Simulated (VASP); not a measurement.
Here is a VASP 6.6.1 calculation.

File INCAR:

```
SYSTEM = BaMo3
ALGO = Fast ; EDIFF = 1E-6
EDIFFG = -0.04 ; ENCUT = 600
GGA = PE ; IBRION = 2
ISIF = 3 ; ISMEAR = 0
LASPH = .True. ; LCHARG = .False.
LREAL = .False. ; LWAVE = .False.
NELM = 100 ; NSW = 90
PREC = Accurate ; SIGMA = 0.1
```

Contents of KPOINTS:

```
k-points
0
Gamma
  3 3 4
  0 0 0
```

POSCAR

```
BaMo3
1.0
    6.2045148634      0.0000000000      0.0000000000
   -3.1022574317      5.3732674899      0.0000000000
    0.0000000000      0.0000000000      4.9800804869
Ba Mo
2 6
Direct
    0.3333333333      0.6666666667      0.2500000000
    0.6666666667      0.3333333333      0.7500000000
    0.8330000000      0.6660000000      0.2500000000
    0.1670000000      0.8330000000      0.7500000000
    0.3340000000      0.1670000000      0.2500000000
    0.1670000000      0.3340000000      0.7500000000
    0.8330000000      0.1670000000      0.2500000000
    0.6660000000      0.8330000000      0.7500000000
```

Potentials or basis: VASP PAW PBE potentials, release 64 (Ba_sv, Mo_sv).

Launch:

```sh
$ cat potpaw_PBE.64/Ba_sv/POTCAR potpaw_PBE.64/Mo_sv/POTCAR > POTCAR
$ mpirun -np 1 vasp_std > vasp.out
```

Problem. Estimate the relaxed cell.

Solution. a = 7.732 Å, b = 7.732 Å, c = 4.283 Å, α = 90.00°, β = 90.00°, γ = 120.00°.

Problem. What does it give for the space group after relaxing (to 0.1 Å)?

Solution. P6_3/mmc (No. 194).

The path:
| step | energy change (eV) | largest force (eV/Å) | pressure (GPa) | volume (Å³) |
| --- | --- | --- | --- | --- |
| 1 | 0.0000 | 1.5195 | -4.37 | 166.03 |
| 2 | -0.7830 | 1.8511 | 4.93 | 152.79 |
| 3 | -0.8507 | 1.6526 | 11.44 | 147.05 |
| 4 | -1.0975 | 1.4805 | 13.39 | 146.28 |
| 5 | -1.4899 | 0.3470 | 22.37 | 143.99 |
| 6 | -2.0122 | 0.1418 | 21.11 | 146.81 |
| 7 | -3.2791 | 0.6481 | 18.87 | 155.41 |
| 8 | -4.3162 | 3.2763 | 20.52 | 173.33 |
| 9 | -6.0559 | 0.9600 | 6.93 | 191.86 |
| 10 | -6.5812 | 0.3338 | -0.72 | 207.96 |
| 11 | -6.6087 | 0.6525 | -2.53 | 212.66 |
| 12 | -6.8340 | 0.5255 | -2.21 | 213.86 |
| 13 | -7.4301 | 0.1130 | -1.05 | 216.96 |
| 14 | -7.3946 | 0.5717 | 3.97 | 220.72 |
| 15 | -7.6764 | 0.1595 | 1.05 | 219.27 |
| 16 | -7.6815 | 0.1401 | -0.29 | 222.53 |
| 17 | -7.6834 | 0.0400 | 0.16 | 221.41 |
| 18 | -7.6843 | 0.0351 | 0.06 | 221.72 |

Caveat: the k points lie up to 0.37 Å⁻¹ apart in the final cell, too coarse for converged energies and pressures of a metal; the volume moved by over 15 % at a fixed basis, so the end points are rough.
